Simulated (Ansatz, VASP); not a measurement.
# Pd in VASP and in Ansatz

```
Pd
1.0
     0.00000    2.63369    2.63369
     2.63369    0.00000    2.63369
     2.63369    2.63369    0.00000
Pd
2
Direct
  0.00000 0.00000 0.00000
  0.50000 0.50000 0.50000
```

Alike in both runs: task single point; functional revPBE; k mesh 12 × 12 × 12; occupations fermi-dirac, width 0.05 eV; collinear spin.

|  | VASP | Ansatz |
| --- | --- | --- |
| version | VASP 6.6.1 | Ansatz 0.2.0 |
| potentials or method | VASP PAW PBE potentials, release 64 (Pd), cutoff 520 eV | plane waves (420 eV) with PAW, scalar-relativistic |
| valence electrons in the cell | 20 | 36 |

```csv
,VASP,Ansatz,Ansatz less VASP
pressure (GPa),0.0,0.2,+0.26
net moment per atom (μB),0.00,0.00,0.000
```

VASP's potentials were made for PBE, not for revPBE. VASP's potentials hold 20 valence electrons a cell and Ansatz's 36, so a difference there can come from the potentials and not from the codes. Ansatz's warnings: seeded moment not kept.
